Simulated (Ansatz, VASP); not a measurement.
# KNaBe3: VASP beside Ansatz

```
CELL_PARAMETERS angstrom
4.26158 0.00000 0.00000
0.00000 4.26158 0.00000
0.00000 0.00000 5.26796
ATOMIC_POSITIONS crystal
K 0.00000 0.00000 0.88736
Na 0.50000 0.50000 0.85193
Be 0.50000 0.50000 0.35830
Be 0.00000 0.50000 0.37215
Be 0.50000 0.00000 0.37215
```

Alike in both runs: functional PBE; k mesh 4 × 4 × 4; occupations gaussian, width 0.1 eV; no spin polarisation.

Ansatz relaxed the structure, and its values are those at the end. VASP's run is a single point on that final structure, the one shown.

|  | VASP | Ansatz |
| --- | --- | --- |
| version | VASP 6.6.1 | Ansatz 0.2.0 |
| potentials or method | VASP PAW PBE potentials, release 64 (K_sv, Na_pv, Be), cutoff 520 eV | scalar-relativistic, plane waves, PAW |
| valence electrons in the cell | 22 | 24 |

```tsv
	VASP	Ansatz	Ansatz less VASP
gap on the k mesh at the Fermi level (eV)	none	none	-
pressure (GPa)	0.1	0.1	-0.05
rms of the force components (eV/Å)	0.004	0.004	+0.0001
```

A gap of «none» marks a metal or a gap that the smearing closes. VASP's potentials hold 22 valence electrons a cell and Ansatz's 24, so a difference there can come from the potentials and not from the codes.

The k mesh is coarse, so the values compare programs but aren't converged.
